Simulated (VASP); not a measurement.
# PbS in VASP: further runs, part 2 of 2

VASP 6.6.1. The steps go on from the part before.

## Step 5: Single point, PBE

Input file INCAR:

```
SYSTEM = PbS
PREC = Accurate
ENCUT = 520
EDIFF = 1E-6
ISMEAR = 0
SIGMA = 0.01
LREAL = .FALSE.
LASPH = .TRUE.
NELM = 60
ALGO = Normal
ISIF = 2
LWAVE = .FALSE.
LCHARG = .TRUE.
GGA = PE
LELF = .TRUE.
LVHAR = .TRUE.
NBANDS = 28
```

Input file KPOINTS:

```
Automatic mesh
0
G
  2 4 4
  0 0 0
```

Input file POSCAR:

```
PbS
1.0
    5.9555924852      0.0000000000      0.0000000000
    0.0000000000      2.9685438529      2.9685438774
    0.0000000000     -2.9685438529      2.9685438774
Pb S
2 2
Direct
    0.7498944813      0.2605185293      0.7605185293
    0.2501055187      0.7605185293      0.2605185293
    0.7496621016      0.7604814707      0.2604814707
    0.2503378984      0.2604814707      0.7604814707
```

Potentials or basis: VASP PAW PBE potentials, release 64 (Pb_d, S).

Started as:

```sh
cat potpaw_PBE.64/Pb_d/POTCAR potpaw_PBE.64/S/POTCAR > POTCAR
mpirun -np 1 vasp_std > vasp.out
```

OUTCAR:

```text
SYSTEM = PbS
   PREC = Accurate
   ENCUT = 520
   EDIFF = 1E-6
   ISMEAR = 0
   LREAL = .FALSE.
   LASPH = .TRUE.
   NELM = 60
   ISIF = 2
   GGA = PE

 ion  position               nearest neighbor table
   1  0.750  0.261  0.761-   3 2.97   3 2.97   3 2.97   3 2.97   4 2.98   4 2.98
   2  0.250  0.761  0.261-   4 2.97   4 2.97   4 2.97   4 2.97   3 2.98   3 2.98
   3  0.750  0.760  0.260-   1 2.97   1 2.97   1 2.97   1 2.97   2 2.98   2 2.98
   4  0.250  0.260  0.760-   2 2.97   2 2.97   2 2.97   2 2.97   1 2.98   1 2.98

  LATTYP: Found a simple tetragonal cell.
 ALAT       =     4.1981549946
 C/A-ratio  =     1.4186213927

  Lattice vectors:

 A1 = (   0.0000000000,   2.9685438529,   2.9685438774)
 A2 = (   0.0000000000,  -2.9685438529,   2.9685438774)
 A3 = (   5.9555924852,   0.0000000000,   0.0000000000)

Analysis of symmetry for initial positions (statically):
=====================================================================
 Subroutine PRICEL returns:
 Original cell was already a primitive cell.

 Routine SETGRP: Setting up the symmetry group for a
 simple tetragonal supercell.

 Subroutine GETGRP returns: Found  4 space group operations
 (whereof  2 operations were pure point group operations)
 out of a pool of 16 trial point group operations.

The static configuration has the point symmetry C_2 .
 The point group associated with its full space group is C_2v.

Analysis of symmetry for dynamics (positions and initial velocities):
=====================================================================
 Subroutine PRICEL returns:
 Original cell was already a primitive cell.

 Routine SETGRP: Setting up the symmetry group for a
 simple tetragonal supercell.

 Subroutine GETGRP returns: Found  4 space group operations
 (whereof  2 operations were pure point group operations)
 out of a pool of 16 trial point group operations.

The dynamic configuration has the point symmetry C_2 .
 The point group associated with its full space group is C_2v.

 Subroutine INISYM returns: Found  4 space group operations
 (whereof  2 operations are pure point group operations),
 and found     1 'primitive' translations

----------------------------------------------------------------------------------------

                                     Primitive cell

  volume of cell :     104.9644

  direct lattice vectors                    reciprocal lattice vectors
     5.955592485  0.000000000  0.000000000     0.167909407  0.000000000  0.000000000
     0.000000000  2.968543853  2.968543877     0.000000000  0.168432748  0.168432747
     0.000000000 -2.968543853  2.968543877     0.000000000 -0.168432748  0.168432747

  length of vectors
     5.955592485  4.198154995  4.198154995     0.167909407  0.238199876  0.238199876

  position of ions in fractional coordinates (direct lattice)
     0.749894481  0.260518529  0.760518529
     0.250105519  0.760518529  0.260518529
     0.749662102  0.760481471  0.260481471
     0.250337898  0.260481471  0.760481471

  ion indices of the primitive-cell ions
   primitive index   ion index
                 1           1
                 2           2
                 3           3
                 4           4

----------------------------------------------------------------------------------------

 KPOINTS: Automatic mesh

Automatic generation of k-mesh.
 Grid dimensions read from file:
 generate k-points for:    2    4    4

 Generating k-lattice:

  Cartesian coordinates                     Fractional coordinates (reciprocal lattice)
     0.083954703  0.000000000  0.000000000     0.500000000  0.000000000  0.000000000
     0.000000000  0.042108187  0.042108187     0.000000000  0.250000000  0.000000000
     0.000000000 -0.042108187  0.042108187     0.000000000  0.000000000  0.250000000

  Length of vectors
     0.083954703  0.059549969  0.059549969

  Shift w.r.t. Gamma in fractional coordinates (k-lattice)
     0.000000000  0.000000000  0.000000000

 Subroutine IBZKPT returns following result:
 ===========================================

 Found     14 irreducible k-points:

 Following reciprocal coordinates:
            Coordinates               Weight
  0.000000  0.000000  0.000000      1.000000
  0.500000  0.000000  0.000000      1.000000
  0.000000  0.250000  0.000000      4.000000
  0.500000  0.250000  0.000000      4.000000
  0.000000  0.500000  0.000000      2.000000
  0.500000  0.500000  0.000000      2.000000
  0.000000  0.250000  0.250000      2.000000
  0.000000 -0.250000  0.250000      2.000000
  0.500000  0.250000  0.250000      2.000000
  0.500000 -0.250000  0.250000      2.000000
  0.000000  0.500000  0.250000      4.000000
  0.500000  0.500000  0.250000      4.000000
  0.000000  0.500000  0.500000      1.000000
  0.500000  0.500000  0.500000      1.000000
   k-points           NKPTS =     14   k-points in BZ     NKDIM =     14   number of bands    NBANDS=     28
   number of dos      NEDOS =    301   number of ions     NIONS =      4
   total plane-waves  NPLWV =  49152
   dimension x,y,z NGX =    48 NGY =   32 NGZ =   32
   dimension x,y,z NGXF=    96 NGYF=   64 NGZF=   64
   ions per type =               2   2
   NGX,Y,Z   is equivalent  to a cutoff of  13.40, 12.67, 12.67 a.u.
   NGXF,Y,Z  is equivalent  to a cutoff of  26.80, 25.34, 25.34 a.u.
 SYSTEM =  PbS
   PREC   = accura    normal or accurate (medium, high low for compatibility)
   ISTART =      0    job   : 0-new  1-cont  2-samecut
   ICHARG =      2    charge: 1-file 2-atom 10-const
   ISPIN  =      1    spin polarized calculation?
   LNONCOLLINEAR =      F non collinear calculations
   LSORBIT =      F    spin-orbit coupling
   LASPH  =      T    aspherical Exc in radial PAW
   ENCUT  =  520.0 eV  38.22 Ry    6.18 a.u.  11.07  7.81  7.81*2*pi/ulx,y,z
   NELM   =     60;   NELMIN=  2; NELMDL= -5     # of ELM steps
   EDIFF  = 0.1E-05   stopping-criterion for ELM
   LREAL  =      F    real-space projection
[... 7 lines left out ...]
   TEBEG  =    0.0;   TEEND  =   0.0 temperature during run
   PSTRESS=    0.0 pullay stress
   NELECT =      40.0000    total number of electrons
   NUPDOWN=      -1.0000    fix difference up-down
   EMIN   =  10.00;   EMAX   =-10.00  energy-range for DOS
   EFERMI =   0.00;   METHOD = LEGACY
   ISMEAR =     0;   SIGMA  =   0.01  broadening in eV -4-tet -1-fermi 0-gaus
   EFERMI_NEDOS =   21; number of points for ismear=-14 and -15
   IALGO  =     38    algorithm
   IMIX   =      4    mixing-type and parameters
     AMIX     =   0.40;   BMIX     =  1.00
     AMIX_MAG =   1.60;   BMIX_MAG =  1.00
  volume/ion in A,a.u.               =      26.24       177.08
  Fermi-wavevector in a.u.,A,eV,Ry     =   1.186900  2.242916 19.166963  1.408732
  Thomas-Fermi vector in A             =   2.323063
   LORBIT       =      0    0 simple, 1 ext, 2 COOP (PROOUT), +10 PAW based schemes
   GGA     = PE    functional components
   LHFCALC =     F    Hartree Fock is set to
   AEXX    =    0.0000 exact exchange contribution
   IVDW    =     0    specifies the selected vdW correction
   LEPSILON=     F    determine dielectric tensor
   LRPA    =     F    only Hartree local field effects (RPA)
 non-spin polarized calculation
 Gauss-broadening in eV      SIGMA  =   0.01
  energy-cutoff  :      520.00
  volume of cell :      104.96
 maximum number of plane-waves:      2848
 NGX is ok and might be reduce to    48
   NGX = 23   NGY = 15   NGZ = 15

 number of electron      40.0000001 magnetization

 Free energy of the ion-electron system (eV)
  ---------------------------------------------------
  ext. energy  EPLUGINS =         0.00000000
  ---------------------------------------------------
  free energy    TOTEN  =       -17.12318611 eV

  energy without entropy =      -17.12318611  energy(sigma->0) =      -17.12318611

 E-fermi :   5.8445     XC(G=0):  -9.6481

 val. band max:        5.7684360685   @ k =   0.5000   0.5000   0.0000
 cond. band min:       6.1305121841   @ k =   0.5000   0.5000   0.0000
 fundamental gap:      0.3620761155
 Fermi energy:         5.8444820040

 k-point     1 :       0.0000    0.0000    0.0000
  band No.  band energies     occupation
      1     -11.2271      2.00000
      2     -11.0908      2.00000
      3     -11.0907      2.00000
      4     -11.0907      2.00000
      5     -11.0817      2.00000
      6     -11.0663      2.00000
[... 423 lines left out ...]
     27      13.8942      0.00000
     28      13.8996      0.00000

------------------------ aborting loop because EDIFF is reached ----------------------------------------

  FORCE on cell =-STRESS in cart. coord.  units (eV):
  Direction    XX          YY          ZZ          XY          YZ          ZX
  --------------------------------------------------------------------------------------
  -------------------------------------------------------------------------------------
  Total        4.0773374      0.7970828      0.7974509      0.0000000      0.0000000      0.0000000
  in kB       62.2365236     12.1666807     12.1722989      0.0000000      0.0000000      0.0000000
  external PRESSURE =      28.8585011 kB  Pullay stress =       0.0000000 kB

 VOLUME and BASIS-vectors are now :
 -----------------------------------------------------------------------------
  energy-cutoff  :      520.00
  volume of cell :      104.96
      direct lattice vectors                 reciprocal lattice vectors
     5.955592485  0.000000000  0.000000000     0.167909407  0.000000000  0.000000000
     0.000000000  2.968543853  2.968543877     0.000000000  0.168432748  0.168432747
     0.000000000 -2.968543853  2.968543877     0.000000000 -0.168432748  0.168432747

 POSITION                                       TOTAL-FORCE (eV/Angst)
 -----------------------------------------------------------------------------------
      4.46607     -1.48427      3.03099        -0.002201      0.000000      0.000122
      1.48953      1.48427      3.03099         0.002201      0.000000      0.000122
      4.46468      1.48427      3.03077        -0.004483      0.000000     -0.000122
      1.49091     -1.48427      3.03077         0.004483      0.000000     -0.000122
 -----------------------------------------------------------------------------------
    total drift:                                0.000000      0.000001      0.000030

  FREE ENERGIE OF THE ION-ELECTRON SYSTEM (eV)
  ---------------------------------------------------
  free  energy   TOTEN  =       -17.1231861105 eV

  energy  without entropy=      -17.1231861105  energy(sigma->0) =      -17.12318611
```

Run time: 17 s. Hardware: 1 thread of Intel Xeon Platinum 8488C (Sapphire Rapids), shared host; peak memory 0.22 GiB.

What came out:

* Free energy: -17.1232 eV
* Pressure: 2.9 GPa
* Largest force: 0.004 eV/Å
* Band gap on the k mesh: 0.36 eV

Forces in eV/Å, atoms in the order of the input:
```
Pb  -0.002  0.000  0.000
Pb   0.002  0.000  0.000
S   -0.004  0.000  0.000
S    0.004  0.000  0.000
```

Caveat: the k points lie up to 0.53 Å⁻¹ apart; spin-orbit coupling is left out, which moves the levels of the heavy elements. A k mesh can miss the band edges.

## Step 6: Single point, r2SCAN

POSCAR is that of step 5.

Input file INCAR.step1:

```
PREC = Accurate ; ENCUT = 520
ISMEAR = 0 ; SIGMA = 0.01
LREAL = F ; LASPH = T
NELM = 80 ; NBANDS = 28
GGA = PE ; ALGO = Normal
EDIFF = 1E-4 ; LWAVE = T
LCHARG = F
```

Input file INCAR.step2:

```
PREC = Accurate ; ENCUT = 520
EDIFF = 1E-6 ; ISMEAR = 0
SIGMA = 0.01 ; LREAL = F
LASPH = T ; NELM = 80
ALGO = Normal ; ISIF = 2
LWAVE = F ; LCHARG = T
METAGGA = R2SCAN ; LMIXTAU = T
LELF = T ; LVHAR = T
NBANDS = 28 ; ISTART = 1
```

Input file KPOINTS:

```
regular mesh
0
Gamma
  2 4 4
```

Potentials or basis: VASP PAW PBE potentials, release 64 (Pb_d, S).

Started as:

```sh
cat potpaw_PBE.64/Pb_d/POTCAR potpaw_PBE.64/S/POTCAR > POTCAR
cp INCAR.step1 INCAR
mpirun -np 1 vasp_std > vasp.out
cp INCAR.step2 INCAR
mpirun -np 1 vasp_std > vasp.out
```

OUTCAR:

```text
PREC = Accurate
   ENCUT = 520
   EDIFF = 1E-6
   ISMEAR = 0
   LREAL = F
   LASPH = T
   NELM = 80
   ISIF = 2
   METAGGA = R2SCAN
   ISTART = 1

 ion  position               nearest neighbor table
   1  0.750  0.261  0.761-   3 2.97   3 2.97   3 2.97   3 2.97   4 2.98   4 2.98
   2  0.250  0.761  0.261-   4 2.97   4 2.97   4 2.97   4 2.97   3 2.98   3 2.98
   3  0.750  0.760  0.260-   1 2.97   1 2.97   1 2.97   1 2.97   2 2.98   2 2.98
   4  0.250  0.260  0.760-   2 2.97   2 2.97   2 2.97   2 2.97   1 2.98   1 2.98

  LATTYP: Found a simple tetragonal cell.
 ALAT       =     4.1981549946
 C/A-ratio  =     1.4186213927

  Lattice vectors:

 A1 = (   0.0000000000,   2.9685438529,   2.9685438774)
 A2 = (   0.0000000000,  -2.9685438529,   2.9685438774)
 A3 = (   5.9555924852,   0.0000000000,   0.0000000000)

Analysis of symmetry for initial positions (statically):
=====================================================================
 Subroutine PRICEL returns:
 Original cell was already a primitive cell.
[... 162 lines left out ...]
  free energy    TOTEN  =      -130.83670133 eV

  energy without entropy =     -130.83670133  energy(sigma->0) =     -130.83670133

 E-fermi :   5.7460     XC(G=0): -10.2121

 val. band max:        5.6468269999   @ k =   0.5000   0.5000   0.0000
 cond. band min:       6.2779238422   @ k =   0.5000   0.5000   0.0000
 fundamental gap:      0.6310968422
 Fermi energy:         5.7460277790

 k-point     1 :       0.0000    0.0000    0.0000
  band No.  band energies     occupation
      1     -11.9945      2.00000
      2     -11.8419      2.00000
      3     -11.8419      2.00000
      4     -11.8409      2.00000
      5     -11.8320      2.00000
      6     -11.8166      2.00000
[... 423 lines left out ...]
     27      14.2262      0.00000
     28      14.2305      0.00000

------------------------ aborting loop because EDIFF is reached ----------------------------------------

  FORCE on cell =-STRESS in cart. coord.  units (eV):
  Direction    XX          YY          ZZ          XY          YZ          ZX
  --------------------------------------------------------------------------------------
  -------------------------------------------------------------------------------------
  Total        3.4667836      0.2573089      0.2576468      0.0000000      0.0000000      0.0000000
  in kB       52.9170235      3.9275657      3.9327233      0.0000000      0.0000000      0.0000000
  external PRESSURE =      20.2591042 kB  Pullay stress =       0.0000000 kB

 VOLUME and BASIS-vectors are now :
 -----------------------------------------------------------------------------
  energy-cutoff  :      520.00
  volume of cell :      104.96
      direct lattice vectors                 reciprocal lattice vectors
     5.955592485  0.000000000  0.000000000     0.167909407  0.000000000  0.000000000
     0.000000000  2.968543853  2.968543877     0.000000000  0.168432748  0.168432747
     0.000000000 -2.968543853  2.968543877     0.000000000 -0.168432748  0.168432747

 POSITION                                       TOTAL-FORCE (eV/Angst)
 -----------------------------------------------------------------------------------
      4.46607     -1.48427      3.03099        -0.002056      0.000000      0.000027
      1.48953      1.48427      3.03099         0.002056      0.000000      0.000027
      4.46468      1.48427      3.03077        -0.002300      0.000000     -0.000027
      1.49091     -1.48427      3.03077         0.002300      0.000000     -0.000027
 -----------------------------------------------------------------------------------
    total drift:                                0.000000      0.000001     -0.000263

  FREE ENERGIE OF THE ION-ELECTRON SYSTEM (eV)
  ---------------------------------------------------
  free  energy   TOTEN  =      -130.8367013326 eV

  energy  without entropy=     -130.8367013326  energy(sigma->0) =     -130.83670133
```

OSZICAR.step1:

```text
N       E                     dE             d eps       ncg     rms          rms(c)
DAV:   1     0.420893312895E+03    0.42089E+03   -0.18991E+04   784   0.154E+03
DAV:   2     0.310033874746E+02   -0.38989E+03   -0.37859E+03   800   0.406E+02
DAV:   3    -0.158027421585E+02   -0.46806E+02   -0.45818E+02   996   0.156E+02
DAV:   4    -0.180832298951E+02   -0.22805E+01   -0.22678E+01   904   0.357E+01
DAV:   5    -0.181829240962E+02   -0.99694E-01   -0.99681E-01  1088   0.763E+00    0.621E+00
DAV:   6    -0.171059015276E+02    0.10770E+01   -0.25465E+00  1076   0.984E+00    0.403E+00
DAV:   7    -0.171167565535E+02   -0.10855E-01   -0.45817E-01   880   0.277E+00    0.276E+00
DAV:   8    -0.171312858072E+02   -0.14529E-01   -0.87163E-02   992   0.256E+00    0.153E+00
DAV:   9    -0.171227387293E+02    0.85471E-02   -0.22989E-02  1068   0.131E+00    0.291E-01
DAV:  10    -0.171231495248E+02   -0.41080E-03   -0.30463E-03   864   0.269E-01    0.101E-01
DAV:  11    -0.171231831251E+02   -0.33600E-04   -0.15478E-04   684   0.108E-01
   1 F= -.17123183E+02 E0= -.17123183E+02  d E =-.101201E-27
```

It took 70 s on 1 thread of Intel Xeon Platinum 8488C (Sapphire Rapids), shared host; peak memory 0.24 GiB.

Results:

```
Free energy            : -130.8367 eV
Pressure               : 2.0 GPa
Band gap on the k mesh : 0.63 eV
```

Forces on the atoms (eV/Å):
```
Pb  -0.002  0.000  0.000
Pb   0.002  0.000  0.000
S   -0.002  0.000  0.000
S    0.002  0.000  0.000
```

Caveat: the k points lie up to 0.53 Å⁻¹ apart; the PAW data sets were made with another functional, which shifts forces and pressure a little; spin-orbit coupling is left out, which moves the levels of the heavy elements. A k mesh can miss the band edges.

## Step 7: Overview

```tsv
level	potentials or basis	k mesh	gap on the mesh (eV)	pressure (GPa)
PBE	VASP PAW PBE potentials, release 64 (Pb_d, S)	4 × 4 × 4	0.38	1.9
r2SCAN	VASP PAW PBE potentials, release 64 (Pb_d, S)	2 × 4 × 4	0.63	2.0
LDA	VASP PAW LDA potentials, release 64 (Pb_d, S)	2 × 4 × 4	0.20	-1.8
PBE	VASP PAW PBE potentials, release 64 (Pb_d, S)	2 × 4 × 4	0.36	2.9
```

Alike in all rows: task single point; no spin polarisation; cell as given; cutoff (eV) 520; smearing gaussian 0.01 eV.

Caveats: some runs use coarse meshes; spin-orbit coupling is left out, which moves the levels of the heavy elements; the PAW data sets were made with another functional, which shifts forces and pressure a little (some runs).

Absolute energies hang on the potentials; compare differences alone.
